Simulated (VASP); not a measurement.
Input of a VASP 6.6.1 run:

Contents of INCAR:

```
ALGO = Normal ; EDIFF = 1E-6
ENCUT = 600 ; GGA = PE
GGA_COMPAT = False ; ISIF = 2
ISMEAR = 0 ; LASPH = True
LCHARG = False ; LREAL = False
LWAVE = False ; NBANDS = 37
NELM = 120 ; PREC = Accurate
SIGMA = 0.01
```

Contents of KPOINTS:

```
k-points
0
Gamma
  3 3 3
```

POSCAR

```
Cu2O
1.0
    4.2600000000      0.0000000000      0.0000000000
    0.0000000000      4.2600000000      0.0000000000
    0.0000000000      0.0000000000      4.2600000000
Cu O
4 2
Direct
    0.2500000000      0.2500000000      0.2500000000
    0.2500000000      0.7500000000      0.7500000000
    0.7500000000      0.7500000000      0.2500000000
    0.7500000000      0.2500000000      0.7500000000
    0.0000000000      0.0000000000      0.0000000000
    0.5000000000      0.5000000000      0.5000000000
```

Potentials or basis: VASP PAW PBE potentials, release 64 (Cu, O).

Command:

```console
$ cat potpaw_PBE.64/Cu/POTCAR potpaw_PBE.64/O/POTCAR > POTCAR
$ mpirun -np 1 vasp_std > vasp.out
```

Question: Predict the band gap on the k mesh.

Answer: 0.54 eV, direct.

Question: What does it give for the pressure?

Answer: 4.4 GPa.

Caveat: the k points lie up to 0.49 Å⁻¹ apart. PBE gaps usually lie below the measured ones, often by a third to a half.
